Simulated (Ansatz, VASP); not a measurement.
Two plane-wave programs on Hg

```
Hg
1.0
    -1.95285    1.95285    1.95285
     1.95285   -1.95285    1.95285
     1.95285    1.95285   -1.95285
Hg
1
Direct
  0.00000 0.00000 0.00000
```

Alike in both runs: task single point; functional PBE; k mesh 16 × 16 × 16; occupations gaussian, width 0.05 eV; no spin polarisation.

|  | VASP | Ansatz |
| --- | --- | --- |
| version | VASP 6.6.1 | Ansatz 0.2.0 |
| potentials or method | VASP PAW PBE potentials, release 64 (Hg), cutoff 520 eV | scalar-relativistic, plane waves, PAW |
| valence electrons in the cell | 12 | 20 |

Ansatz gave:

```
gap on the k mesh at the Fermi level (eV) : none
pressure (GPa)                            : 0.0
```

**Question.** Estimate VASP's values.

**Answer.** gap on the k mesh at the Fermi level (eV): none; pressure (GPa): 0.1.

A gap of «none» marks a metal or a gap that the smearing closes. VASP's potentials hold 12 valence electrons a cell and Ansatz's 20, so a difference there can come from the potentials and not from the codes.

Neither program's run includes spin-orbit coupling.
